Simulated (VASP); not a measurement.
# SrCl2 (Fm-3m) in VASP: a series of runs

SrCl2 is run at these levels: r2SCAN, PBE-based screened hybrid with 20 % exact exchange, PBE-based screened hybrid with 25 % exact exchange, PBE-based screened hybrid with 30 % exact exchange; tasks: single point.

Program: VASP 6.6.1. These are calculated values, not measurements. Logs are shortened: lines on timing, memory, paths and dates and some standing lists are left out, and cuts for length are marked.

## Step 1: The cell of the first run

The structure is cubic, space group Fm-3m (No. 225). The conventional cell has a = 7.069 Å, b = 7.069 Å, c = 7.069 Å, α = 90.00°, β = 90.00°, γ = 90.00°. Sr (site symmetry m-3m) has 8 Cl at 3.06 Å within 4.0 Å. Within 4.0 Å of Cl (site symmetry -43m) lie 4 Sr at 3.06 Å and 6 Cl at 3.53 Å.

## Step 2: Single point, r2SCAN (29.43 Å³/atom)

File POSCAR:

```
SrCl2
1.0
    0.0000000000      3.5342546063      3.5342546063
    3.5342546063      0.0000000000      3.5342546063
    3.5342546063      3.5342546063      0.0000000000
Sr Cl
1 2
Direct
    0.0000000000      0.0000000000      0.0000000000
    0.7500000000      0.7500000000      0.7500000000
    0.2500000000      0.2500000000      0.2500000000
```

File INCAR.step1:

```
PREC     = Accurate       # precision mode
ENCUT    = 550            # plane-wave cutoff, eV
ISMEAR   = -1             # smearing method
SIGMA    = 0.05           # smearing width, eV
LREAL    = False          # projectors in reciprocal space
LASPH    = True           # aspherical terms in the spheres
NELM     = 120            # most SCF steps
NBANDS   = 19             # bands
GGA      = PE             # functional
ALGO     = Normal         # electronic algorithm
EDIFF    = 1E-5           # SCF threshold, eV
LWAVE    = True           # write WAVECAR
LCHARG   = False          # write CHGCAR
GGA_COMPAT= False
```

File INCAR.step2:

```
PREC     = Accurate       # precision mode
ENCUT    = 550            # plane-wave cutoff, eV
EDIFF    = 1E-6           # SCF threshold, eV
ISMEAR   = -1             # smearing method
SIGMA    = 0.05           # smearing width, eV
LREAL    = False          # projectors in reciprocal space
LASPH    = True           # aspherical terms in the spheres
NELM     = 120            # most SCF steps
ALGO     = Normal         # electronic algorithm
ISIF     = 2              # what is computed and relaxed
LWAVE    = False          # write WAVECAR
LCHARG   = True           # write CHGCAR
METAGGA  = R2SCAN         # meta-GGA
LMIXTAU  = True         
LELF     = True           # ELF
LVHAR    = True         
NBANDS   = 19             # bands
ISTART   = 1            
GGA_COMPAT= False
```

File KPOINTS:

```
Automatic mesh
0
Gamma
  7 7 7
```

Potentials or basis: VASP PAW PBE potentials, release 64 (Sr_sv, Cl).

Launch:

```sh
cat potpaw_PBE.64/Sr_sv/POTCAR potpaw_PBE.64/Cl/POTCAR > POTCAR
cp INCAR.step1 INCAR
mpirun -np 1 vasp_std > vasp.out
cp INCAR.step2 INCAR
mpirun -np 1 vasp_std > vasp.out
```

OUTCAR:

```text
PREC = Accurate
   ENCUT = 550
   EDIFF = 1E-6
   ISMEAR = -1
   LREAL = False
   LASPH = True
   NELM = 120
   ISIF = 2
   METAGGA = R2SCAN
   ISTART = 1

 ion  position               nearest neighbor table
   1  0.000  0.000  0.000-   2 3.06   2 3.06   2 3.06   2 3.06   3 3.06   3 3.06   3 3.06   3 3.06

   2  0.750  0.750  0.750-   1 3.06   1 3.06   1 3.06   1 3.06
   3  0.250  0.250  0.250-   1 3.06   1 3.06   1 3.06   1 3.06

  LATTYP: Found a face centered cubic cell.
 ALAT       =     7.0685092126

  Lattice vectors:

 A1 = (   0.0000000000,   3.5342546063,   3.5342546063)
 A2 = (   3.5342546063,   0.0000000000,   3.5342546063)
 A3 = (   3.5342546063,   3.5342546063,   0.0000000000)

Analysis of symmetry for initial positions (statically):
=====================================================================
 Subroutine PRICEL returns:
 Original cell was already a primitive cell.

 Routine SETGRP: Setting up the symmetry group for a
 face centered cubic supercell.

 Subroutine GETGRP returns: Found 48 space group operations
 (whereof 48 operations were pure point group operations)
 out of a pool of 48 trial point group operations.

The static configuration has the point symmetry O_h .

Analysis of symmetry for dynamics (positions and initial velocities):
=====================================================================
 Subroutine PRICEL returns:
 Original cell was already a primitive cell.

 Routine SETGRP: Setting up the symmetry group for a
 face centered cubic supercell.

 Subroutine GETGRP returns: Found 48 space group operations
 (whereof 48 operations were pure point group operations)
 out of a pool of 48 trial point group operations.

The dynamic configuration has the point symmetry O_h .

 Subroutine INISYM returns: Found 48 space group operations
 (whereof 48 operations are pure point group operations),
 and found     1 'primitive' translations

----------------------------------------------------------------------------------------

                                     Primitive cell

  volume of cell :      88.2924

  direct lattice vectors                    reciprocal lattice vectors
     0.000000000  3.534254606  3.534254606    -0.141472547  0.141472547  0.141472547
     3.534254606  0.000000000  3.534254606     0.141472547 -0.141472547  0.141472547
     3.534254606  3.534254606  0.000000000     0.141472547  0.141472547 -0.141472547

  length of vectors
[... 78 lines left out ...]
   NELM   =    120;   NELMIN=  2; NELMDL=  0     # of ELM steps
   EDIFF  = 0.1E-05   stopping-criterion for ELM
   LREAL  =      F    real-space projection
   EDIFFG = 0.1E-04   stopping-criterion for IOM
   NSW    =      0    number of steps for IOM
   IBRION =     -1    ionic relax: 0-MD 1-quasi-New 2-CG
   NFREE  =      0    steps in history (QN), initial steepest desc. (CG)
   ISIF   =      2    stress and relaxation
   ISYM   =      2    0-nonsym 1-usesym 2-fastsym
   POTIM  = 0.5000    time-step for ionic-motion
   TEBEG  =    0.0;   TEEND  =   0.0 temperature during run
   PSTRESS=    0.0 pullay stress
   NELECT =      24.0000    total number of electrons
   NUPDOWN=      -1.0000    fix difference up-down
   EMIN   =  10.00;   EMAX   =-10.00  energy-range for DOS
   EFERMI =   0.00;   METHOD = LEGACY
   ISMEAR =    -1;   SIGMA  =   0.05  broadening in eV -4-tet -1-fermi 0-gaus
   EFERMI_NEDOS =   21; number of points for ismear=-14 and -15
   IALGO  =     38    algorithm
   IMIX   =      4    mixing-type and parameters
     AMIX     =   0.40;   BMIX     =  1.00
     AMIX_MAG =   1.60;   BMIX_MAG =  1.00
  volume/ion in A,a.u.               =      29.43       198.61
  Fermi-wavevector in a.u.,A,eV,Ry     =   1.060484  2.004024 15.301467  1.124626
  Thomas-Fermi vector in A             =   2.195867
   LORBIT       =      0    0 simple, 1 ext, 2 COOP (PROOUT), +10 PAW based schemes
   METAGGA = R2SCAN    functional components
   LHFCALC =     F    Hartree Fock is set to
   AEXX    =    0.0000 exact exchange contribution
   IVDW    =     0    specifies the selected vdW correction
   LEPSILON=     F    determine dielectric tensor
   LRPA    =     F    only Hartree local field effects (RPA)
 non-spin polarized calculation
  energy-cutoff  :      550.00
  volume of cell :       88.29
 maximum number of plane-waves:      2637
 NGX is ok and might be reduce to    40
   NGX = 19   NGY = 19   NGZ = 19

 number of electron      23.9999998 magnetization

 Free energy of the ion-electron system (eV)
  ---------------------------------------------------
  ext. energy  EPLUGINS =         0.00000000
  ---------------------------------------------------
  free energy    TOTEN  =       -35.68990439 eV

  energy without entropy =      -35.68990439  energy(sigma->0) =      -35.68990439

 E-fermi :   0.6795     XC(G=0):  -8.5869

 val. band max:       -0.5056406045   @ k =  -0.4286   0.4286   0.0000
 cond. band min:       5.3478964442   @ k =   0.0000   0.0000   0.0000
 fundamental gap:      5.8535370487
 Fermi energy:         0.6794906389

 k-point     1 :       0.0000    0.0000    0.0000
  band No.  band energies     occupation
      1     -34.5559      2.00000
      2     -15.9095      2.00000
      3     -15.9095      2.00000
      4     -15.9095      2.00000
      5     -14.2392      2.00000
      6     -13.4430      2.00000
[... 417 lines left out ...]
      6     -13.6214      2.00000
[... 11 lines left out ...]
     18       9.4947      0.00000
     19      10.2720      0.00000

------------------------ aborting loop because EDIFF is reached ----------------------------------------

  FORCE on cell =-STRESS in cart. coord.  units (eV):
  Direction    XX          YY          ZZ          XY          YZ          ZX
  --------------------------------------------------------------------------------------
  -------------------------------------------------------------------------------------
  Total       -0.5776780     -0.5776780     -0.5776780      0.0000000      0.0000000      0.0000000
  in kB      -10.4826936    -10.4826936    -10.4826936      0.0000000      0.0000000      0.0000000
  external PRESSURE =     -10.4826936 kB  Pullay stress =       0.0000000 kB

 VOLUME and BASIS-vectors are now :
 -----------------------------------------------------------------------------
  energy-cutoff  :      550.00
  volume of cell :       88.29
      direct lattice vectors                 reciprocal lattice vectors
     0.000000000  3.534254606  3.534254606    -0.141472547  0.141472547  0.141472547
     3.534254606  0.000000000  3.534254606     0.141472547 -0.141472547  0.141472547
     3.534254606  3.534254606  0.000000000     0.141472547  0.141472547 -0.141472547

 POSITION                                       TOTAL-FORCE (eV/Angst)
 -----------------------------------------------------------------------------------
      0.00000      0.00000      0.00000        -0.000000      0.000000      0.000000
      5.30138      5.30138      5.30138         0.000000      0.000000      0.000000
      1.76713      1.76713      1.76713        -0.000000     -0.000000     -0.000000
 -----------------------------------------------------------------------------------
    total drift:                               -0.000000     -0.000000      0.000000

  FREE ENERGIE OF THE ION-ELECTRON SYSTEM (eV)
  ---------------------------------------------------
  free  energy   TOTEN  =       -35.6899043920 eV

  energy  without entropy=      -35.6899043919  energy(sigma->0) =      -35.68990439
```

OUTCAR.step1:

```text
PREC = Accurate
   ENCUT = 550
   ISMEAR = -1
   LREAL = False
   LASPH = True
   NELM = 120
[... 657 lines left out ...]
      0.00000      0.00000      0.00000         0.000000      0.000000      0.000000
      5.30138      5.30138      5.30138        -0.000000     -0.000000     -0.000000
      1.76713      1.76713      1.76713         0.000000      0.000000     -0.000000
 -----------------------------------------------------------------------------------
    total drift:                               -0.000000     -0.000000      0.000000

  FREE ENERGIE OF THE ION-ELECTRON SYSTEM (eV)
  ---------------------------------------------------
  free  energy   TOTEN  =       -12.7910388647 eV

  energy  without entropy=      -12.7910388646  energy(sigma->0) =      -12.79103886
```

OSZICAR.step1:

```text
N       E                     dE             d eps       ncg     rms          rms(c)
DAV:   1     0.146404737242E+03    0.14640E+03   -0.11812E+04   760   0.119E+03
DAV:   2    -0.326159610084E+01   -0.14967E+03   -0.14473E+03   973   0.225E+02
DAV:   3    -0.127085540479E+02   -0.94470E+01   -0.94121E+01   988   0.573E+01
DAV:   4    -0.130812974374E+02   -0.37274E+00   -0.37219E+00  1316   0.910E+00
DAV:   5    -0.130833358470E+02   -0.20384E-02   -0.20383E-02   991   0.761E-01    0.118E+01
DAV:   6    -0.127721215334E+02    0.31121E+00   -0.63094E-01   893   0.439E+00    0.765E+00
DAV:   7    -0.127803487302E+02   -0.82272E-02   -0.35379E-01  1032   0.355E+00    0.221E+00
DAV:   8    -0.127885555886E+02   -0.82069E-02   -0.52558E-02   857   0.128E+00    0.387E-01
DAV:   9    -0.127895648955E+02   -0.10093E-02   -0.21335E-03  1009   0.266E-01    0.139E-01
DAV:  10    -0.127909335169E+02   -0.13686E-02   -0.10064E-03   807   0.186E-01    0.365E-02
DAV:  11    -0.127910168650E+02   -0.83348E-04   -0.55142E-05   997   0.423E-02    0.415E-02
DAV:  12    -0.127910373680E+02   -0.20503E-04   -0.21794E-05   763   0.241E-02    0.481E-03
DAV:  13    -0.127910388647E+02   -0.14967E-05   -0.17322E-06   827   0.751E-03
   1 F= -.12791039E+02 E0= -.12791039E+02  d E =-.976179E-10
```

Run time: 2.6 min. Hardware: 1 thread of Intel Xeon 8259CL, shared host; peak memory 0.27 GiB.

Results:

- Free energy: -35.6899 eV
- Pressure: -1.0 GPa
- Band gap on the k mesh: 5.85 eV (least direct gap 6.15 eV)

Levels at points of the mesh, in eV from the valence-band top:
```csv
k point,band 8,band 9,band 10,band 11,band 12,band 13,band 14,band 15,band 16,band 17
"(0.00, 0.00, 0.00)",-1.98,-1.98,-0.30,-0.30,-0.30,5.85,6.73,6.73,9.59,9.59
```

Caveat: the PAW data sets were made with another functional, which shifts forces and pressure a little; an odd mesh through Γ misses points on the zone boundary, where band edges can lie.

(Part 1 of 2 ends here.)
